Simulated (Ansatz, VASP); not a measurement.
BeSe: VASP beside Ansatz

```xyz
2
Lattice="0.0000 2.5810 2.5810 2.5810 0.0000 2.5810 2.5810 2.5810 0.0000" Properties=species:S:1:pos:R:3 pbc="T T T"
Be    0.0000    0.0000    0.0000
Se    1.2905    1.2905    1.2905
```

Alike in both runs: task single point; functional HF; k mesh 4 × 4 × 4; no spin polarisation.

|  | VASP | Ansatz |
| --- | --- | --- |
| version | VASP 6.6.1 | Ansatz 0.2.0 |
| potentials or method | VASP PAW PBE potentials, release 64 (Be, Se) | plane waves |
| plane-wave cutoff (eV) | 520 | 420 |
| occupations | gaussian, width 0.01 eV | fixed |
| valence electrons in the cell | 8 | 18 |

VASP gave:

```
gap on the k mesh at the Fermi level (eV) : 9.72
pressure (GPa)                            : 3.3
```

Task: Estimate Ansatz's values.

Result: gap on the k mesh at the Fermi level (eV): 9.48; pressure (GPa): 4.9.

VASP's potentials were made for PBE, not for HF. VASP's potentials hold 8 valence electrons a cell and Ansatz's 18, so a difference there can come from the potentials and not from the codes. Ansatz's warnings: stress exchange threshold loose, stress scf threshold loose.

The k mesh is coarse, so the values compare programs but aren't converged.
